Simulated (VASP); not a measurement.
Crystal: AlNi.

```
Ni Al
1.0
     2.93750    0.00000    0.00000
     0.00000    2.93750    0.00000
     0.00000    0.00000    2.93750
Ni Al
1 1
Cartesian
  1.4688 1.4688 1.4688
  0.0000 0.0000 0.0000
```

Base run:

- Program: VASP 6.6.1
- Functional: r2SCAN
- Potentials or basis: VASP PAW PBE potentials, release 64 (Ni, Al)
- Cutoff: 520 eV
- k mesh: 9 × 9 × 9
- Occupations: fermi-dirac, width 0.05 eV
- Spin: collinear spin, ferromagnetic start
- Starting moments: [1.0, 0.0] μB

Its results: pressure -11.8 GPa; net moment 0.00 μB per cell.

Task: The run is repeated on the same cell with these changes: functional from r2SCAN to PBEsol; further incar settings from ALGO = Normal; EDIFF = 1e-07; NBANDS = 18 to ALGO = Normal; EDIFF = 1e-06; NBANDS = 18. What comes out?

Result: Pressure -11.3 GPa; net moment 0.00 μB per cell.

Caveats: the PAW data sets were made with another functional, which shifts forces and pressure a little.
